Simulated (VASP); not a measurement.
**TiO2: single point with LDA**

TiO2:

```
CELL_PARAMETERS angstrom
6.03090 -1.84908 0.00100
6.03090 1.84908 0.00100
-1.88887 0.00000 6.19022
ATOMIC_POSITIONS crystal
Ti 0.80476 0.80476 0.71516
Ti 0.10097 0.10097 0.70825
Ti 0.19524 0.19524 0.28484
Ti 0.89903 0.89903 0.29175
O 0.05844 0.05844 0.37031
O 0.63819 0.63819 0.70478
O 0.13386 0.13386 0.00348
O 0.94156 0.94156 0.62969
O 0.73647 0.73647 0.34966
O 0.86614 0.86614 0.99652
O 0.26353 0.26353 0.65034
O 0.36181 0.36181 0.29522
```

```
Program             : VASP 6.6.1
Task                : single point
Functional          : LDA
Potentials or basis : VASP PAW LDA potentials, release 64 (Ti_sv, O)
Cutoff              : 520 eV
k mesh              : 6 × 6 × 4
Occupations         : gaussian, width 0.02 eV
Spin                : no spin polarisation
```

| Item | Value |
| --- | --- |
| Pressure | 1.3 GPa |
| Largest force | 0.141 eV/Å |
| Band gap on the k mesh | 2.83 eV (least direct gap 3.02 eV) |

Forces on the atoms (eV/Å):
```
Ti  -0.017  0.000 -0.140
Ti   0.051  0.000 -0.054
Ti   0.017  0.000  0.140
Ti  -0.051  0.000  0.054
O    0.039  0.000  0.020
O   -0.019  0.000  0.003
O   -0.031  0.000 -0.083
O   -0.039  0.000 -0.020
O   -0.007  0.000  0.018
O    0.031  0.000  0.083
O    0.007  0.000 -0.018
O    0.019  0.000 -0.003
```

Stress tensor (GPa, compression positive):
```
1.24 0.00 0.08
0.00 1.18 0.00
0.08 0.00 1.52
```

Levels at points of the mesh, in eV from the valence-band top:
| k point | band 45 | band 46 | band 47 | band 48 | band 49 | band 50 | band 51 | band 52 |
| --- | --- | --- | --- | --- | --- | --- | --- | --- |
| (0.00, 0.00, 0.00) | -0.78 | -0.74 | -0.33 | -0.20 | 2.83 | 3.22 | 3.47 | 3.51 |
| (0.50, 0.00, 0.00) | -0.89 | -0.47 | -0.22 | -0.13 | 3.25 | 3.30 | 3.80 | 3.85 |
| (0.50, 0.50, 0.00) | -0.94 | -0.60 | -0.38 | -0.12 | 3.00 | 3.04 | 3.58 | 3.69 |
| (0.00, 0.00, 0.50) | -0.71 | -0.64 | -0.60 | -0.43 | 2.97 | 3.25 | 3.41 | 3.57 |
| (0.50, 0.00, 0.50) | -0.69 | -0.51 | -0.10 | 0.00 | 3.30 | 3.38 | 3.62 | 3.88 |
| (0.50, 0.50, 0.50) | -0.94 | -0.35 | -0.23 | -0.18 | 3.12 | 3.26 | 3.39 | 3.56 |

Wall time 22 min on 1 thread of Intel(R) Xeon(R) Platinum 8488C (Sapphire Rapids), on a shared host, peak memory 0.41 GiB.

A k mesh can miss the band edges.
